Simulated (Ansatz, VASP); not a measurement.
## Two plane-wave programs on TiO2

```
Ti O
1.0
     4.84917    0.00000    0.00000
     0.00000    4.84917    0.00000
     0.00000    0.00000    2.93673
Ti O
2 4
Direct
  0.50000 0.50000 0.00000
  0.00000 0.00000 0.50000
  0.69052 0.69052 0.50000
  0.80948 0.19052 0.00000
  0.19052 0.80948 0.00000
  0.30948 0.30948 0.50000
```

Alike in both runs: task single point; functional PBE; k mesh 6 × 6 × 10; occupations gaussian, width 0.02 eV; no spin polarisation; Hubbard terms Ti d U = 4.0 eV.

|  | VASP | Ansatz |
| --- | --- | --- |
| version | VASP 6.6.1 | Ansatz 0.2.0 |
| potentials or method | VASP PAW PBE potentials, release 64 (Ti_sv, O), cutoff 520 eV | scalar-relativistic, plane waves, PAW |
| valence electrons in the cell | 48 | 48 |

VASP gave:

```
gap on the k mesh at the Fermi level (eV)                     : 2.39
least direct gap on the mesh (eV)                             : 2.40
pressure (GPa)                                                : -4.6
traceless stress, the component that is largest in VASP (GPa) : 9.09
rms of the force components (eV/Å)                            : 0.121
```

Question: Estimate Ansatz's values.

Answer: gap on the k mesh at the Fermi level (eV): 2.31; least direct gap on the mesh (eV): 2.35; pressure (GPa): -8.1; traceless stress, the component that is largest in VASP (GPa): 8.11; rms of the force components (eV/Å): 0.000.

The programs project onto different local orbitals, so the same U acts differently, and such runs can settle in different states. Atom by atom the forces differ by 0.121 eV/Å (rms over components).
